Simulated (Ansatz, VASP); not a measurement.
AlAs in VASP and in Ansatz

The input INCAR:

```
SYSTEM = AlAs
PREC = Accurate
ENCUT = 500
EDIFF = 1E-6
ISMEAR = 1
SIGMA = 0.01
LREAL = .FALSE.
LASPH = .TRUE.
NELM = 120
ALGO = Normal
ISIF = 2
LWAVE = .FALSE.
LCHARG = .TRUE.
GGA = PE
LELF = .TRUE.
LVHAR = .TRUE.
NBANDS = 11
GGA_COMPAT = .FALSE.
```

KPOINTS

```
regular mesh
0
G
  6 6 6
  0 0 0
```

File POSCAR:

```
AlAs
1.0
    0.0000000000      2.7824178492      2.7824178492
    2.7824178492      0.0000000000      2.7824178492
    2.7824178492      2.7824178492      0.0000000000
Al As
1 1
Direct
    0.0000000000      0.0000000000      0.0000000000
    0.2500000000      0.2500000000      0.2500000000
```

Input for Ansatz:

```yaml
crystal:
  lattice:
    - [0.0, 2.7824178491801073, 2.7824178491801073]
    - [2.7824178491801073, 0.0, 2.7824178491801073]
    - [2.7824178491801073, 2.7824178491801073, 0.0]
  atoms:
    - { symbol: Al, position: [0.0, 0.0, 0.0] }
    - { symbol: As, position: [0.25, 0.25, 0.25] }
basis:
  ecutwfc: 500.0
kpoints:
  mp_grid:
    grid: [6, 6, 6]
hamiltonian:
  xc: pbe
  pseudopotentials:
    kind: paw
scf:
  occupations:
    method: cold
    width: 0.01
output:
  stress: true
```

Alike in both runs: task single point; functional PBE; k mesh 6 × 6 × 6; no spin polarisation.

```csv
,VASP,Ansatz
version,VASP 6.6.1,Ansatz 0.2.0
potentials or method,"VASP PAW PBE potentials, release 64 (Al, As), cutoff 500 eV","plane waves, PAW"
occupations,"methfessel-paxton of order 1, width 0.01 eV","cold, width 0.01 eV"
valence electrons in the cell,8,18
```

|  | VASP | Ansatz | Ansatz less VASP |
| --- | --- | --- | --- |
| pressure (GPa) | 7.3 | 7.1 | -0.24 |

VASP's potentials hold 8 valence electrons a cell and Ansatz's 18, so a difference there can come from the potentials and not from the codes.
